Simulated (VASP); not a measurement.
Set up this calculation in VASP 6.6.1, as the native input.

```
Task                   : single point
Functional             : PBE
Potentials or basis    : VASP PAW PBE potentials, release 64 (Si, O, Al, H)
Cutoff                 : 520 eV
k mesh                 : 1 × 1 × 1
Occupations            : gaussian, width 0.02 eV
Spin                   : no spin polarisation
Dipole correction      : no
Further INCAR settings : LREAL = Auto; ALGO = Normal; EDIFF = 1e-06; NBANDS = 234
```

The structure of AlSi23HO48 (a cell with a defect) lies in POSCAR:

```
AlSi23HO48
1.0
    9.8316000000      0.0000000000      0.0000000000
   -4.9158000000      8.5144150000      0.0000000000
    0.0000000000      0.0000000000     10.8182000000
Si O Al H
23 48 1 1
Direct
    0.2707910000      0.0001523800      0.1602280000
    0.0031078000      0.2738780000      0.3372560000
    0.2257670000      0.2327160000      0.0010558000
    0.2662600000      0.9963501000      0.6615830000
    0.9973292000      0.2695350000      0.8371510000
    0.2324570000      0.2240680000      0.4965950000
    0.2683800000      0.5020170000      0.1688810000
    0.0046040000      0.7704050000      0.3332450000
    0.2307490000      0.7280770000      0.9952677000
    0.9983032000      0.7660620000      0.8316270000
    0.2377440000      0.7355440000      0.4972600000
    0.7690230000      0.0099828000      0.1657910000
    0.4987680000      0.2630270000      0.3282030000
    0.7271050000      0.2349560000      0.9983316000
    0.7699370000      0.0028498000      0.6656050000
    0.4897170000      0.2690740000      0.8299280000
    0.7308480000      0.2336040000      0.5005640000
    0.7687620000      0.5019070000      0.1691910000
    0.5008740000      0.7728650000      0.3307920000
    0.7444360000      0.7446600000      0.0064547000
    0.7574780000      0.5006330000      0.6641390000
    0.5087570000      0.7701700000      0.8400500000
    0.7367760000      0.7400850000      0.4952760000
    0.0669990000      0.2014560000      0.4423840000
    0.2933680000      0.3635730000      0.1109120000
    0.1424440000      0.4380810000      0.2816240000
    0.2047280000      0.0687820000      0.0535790000
    0.3563660000      0.2834140000      0.3811320000
    0.4374350000      0.1364230000      0.2151890000
    0.0572690000      0.2009390000      0.9500830000
    0.3010870000      0.3461210000      0.6088230000
    0.1344440000      0.4335340000      0.7872490000
    0.2007330000      0.0538050000      0.5466670000
    0.3529940000      0.2961840000      0.8878520000
    0.4270900000      0.1377590000      0.7214780000
    0.0715580000      0.7136130000      0.4468100000
    0.3013150000      0.8671760000      0.0981760000
    0.1415890000      0.9302960000      0.2706040000
    0.2028910000      0.5674830000      0.0590350000
    0.3642020000      0.8036030000      0.3831170000
    0.4353540000      0.6407000000      0.2216290000
    0.0661520000      0.7023680000      0.9406990000
    0.3041460000      0.8641220000      0.6100360000
    0.1352720000      0.9272650000      0.7715610000
    0.2152660000      0.5737100000      0.5473820000
    0.3559620000      0.7787600000      0.8802220000
    0.4552200000      0.6206830000      0.7368980000
    0.5674600000      0.2010270000      0.4380930000
    0.7921120000      0.3639660000      0.1091680000
    0.6354010000      0.4319020000      0.2765330000
    0.6982380000      0.0688910000      0.0545700000
    0.8699110000      0.3055760000      0.3976290000
    0.9302700000      0.1514330000      0.2220930000
    0.5657320000      0.2155110000      0.9399210000
    0.7780370000      0.3568910000      0.6150950000
    0.6163690000      0.4405850000      0.7689160000
    0.7068080000      0.0694810000      0.5556000000
    0.8542380000      0.2926750000      0.8876010000
    0.9311320000      0.1375530000      0.7265500000
    0.5713950000      0.7143480000      0.4420600000
    0.8084990000      0.8785630000      0.1125620000
    0.6388960000      0.9375190000      0.2749870000
    0.7126420000      0.5782480000      0.0609500000
    0.8670440000      0.8013900000      0.3856450000
    0.9344440000      0.6342550000      0.2273320000
    0.5771530000      0.7178900000      0.9544130000
    0.7978400000      0.8654860000      0.6093110000
    0.6340290000      0.9297530000      0.7728060000
    0.7053340000      0.5729530000      0.5507980000
    0.8663110000      0.8003780000      0.8909460000
    0.9205510000      0.6317050000      0.7255820000
    0.2600150000      0.4856160000      0.6635380000
    0.5312664200      0.5418118300      0.7526013500
```

The input as run:

INCAR

```
ALGO = Normal ; EDIFF = 1E-6
ENCUT = 520 ; GGA = PE
ISIF = 2 ; ISMEAR = 0
LASPH = True ; LCHARG = True
LELF = True ; LREAL = Auto
LVHAR = True ; LWAVE = False
NBANDS = 234 ; NELM = 80
PREC = Accurate ; SIGMA = 0.02
```

KPOINTS

```
k-points
0
Gamma
  1 1 1
```

Potentials or basis: VASP PAW PBE potentials, release 64 (Si, O, Al, H).

Launch:

```bash
$ cat potpaw_PBE.64/Si/POTCAR potpaw_PBE.64/O/POTCAR potpaw_PBE.64/Al/POTCAR potpaw_PBE.64/H/POTCAR > POTCAR
$ mpirun -np 1 vasp_gam > vasp.out
```

It gave:

```json
{
  "Pressure": "2.5 GPa",
  "Largest force": "3.224 eV/Å",
  "Band gap on the k mesh": "5.11 eV"
}
```

Caveat: the k points lie up to 0.74 Å⁻¹ apart.

Wall time 6.5 min on 1 thread of AMD EPYC 7R43 64-Core Processor (Zen 3), on a shared host, peak memory 0.94 GiB.
